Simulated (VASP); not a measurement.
A run of VASP 6.6.1 is set up as follows.

File INCAR:

```
SYSTEM = Ta3Si
PREC     = Accurate       ! precision mode
ENCUT    = 520            ! plane-wave cutoff, eV
EDIFF    = 1E-6           ! SCF threshold, eV
ISMEAR   = -1             ! smearing method
SIGMA    = 0.0948         ! smearing width, eV
LREAL    = Auto         
LASPH    = .True.         ! aspherical terms in the spheres
NELM     = 80             ! most SCF steps
ALGO     = Fast           ! electronic algorithm
ISIF     = 2              ! what is computed and relaxed
LWAVE    = .False.        ! write WAVECAR
LCHARG   = .False.        ! write CHGCAR
GGA      = PS             ! functional
NBANDS   = 170            ! bands
```

File KPOINTS:

```
Automatic mesh
0
Gamma
  2 2 4
  0.5 0.5 0.5
```

Contents of POSCAR:

```
Ta3Si
1.0
   10.1247243230      0.0000000000      0.0000000000
    0.0000000000     10.1247243230      0.0000000000
    0.0000000000      0.0000000000      5.1598348213
Ta Si
24 8
Direct
    0.6463699907      0.5177955066      0.2747154018
    0.0856282235      0.4001620143      0.0305773128
    0.8122063991      0.7133618633      0.5133750273
    0.5856282235      0.9001620143      0.4694226872
    0.0177955066      0.8536300093      0.7747154018
    0.1463699907      0.0177955066      0.2252845982
    0.6877936009      0.7866381367      0.9866249727
    0.1877936009      0.2866381367      0.5133750273
    0.2133618633      0.6877936009      0.0133750273
    0.9001620143      0.4143717765      0.5305773128
    0.2866381367      0.8122063991      0.4866249727
    0.5177955066      0.3536300093      0.7252845982
    0.4822044934      0.6463699907      0.7252845982
    0.9822044934      0.1463699907      0.7747154018
    0.3122063991      0.2133618633      0.9866249727
    0.4001620143      0.9143717765      0.9694226872
    0.7866381367      0.3122063991      0.0133750273
    0.9143717765      0.5998379857      0.0305773128
    0.5998379857      0.0856282235      0.9694226872
    0.4143717765      0.0998379857      0.4694226872
    0.8536300093      0.9822044934      0.2252845982
    0.7133618633      0.1877936009      0.4866249727
    0.3536300093      0.4822044934      0.2747154018
    0.0998379857      0.5856282235      0.5305773128
    0.7949676618      0.9703915900      0.7194514946
    0.9703915900      0.2050323382      0.2805485054
    0.0296084100      0.7949676618      0.2805485054
    0.2949676618      0.4703915900      0.7805485054
    0.5296084100      0.2949676618      0.2194514946
    0.2050323382      0.0296084100      0.7194514946
    0.4703915900      0.7050323382      0.2194514946
    0.7050323382      0.5296084100      0.7805485054
```

Potentials or basis: VASP PAW PBE potentials, release 64 (Ta_pv, Si).

Launch:

```sh
$ cat potpaw_PBE.64/Ta_pv/POTCAR potpaw_PBE.64/Si/POTCAR > POTCAR
$ mpirun -np 1 vasp_std > vasp.out
```

(1) What does it give for the band gap on the k mesh?

(2) Estimate the largest force.

## Answers

(1) zero (bands 148 and 149 overlap by 0.02 eV).

(2) 0.065 eV/Å.

Caveat: the PAW data sets were made with another functional, which shifts forces and pressure a little; spin-orbit coupling is left out, which moves the levels of the heavy elements.
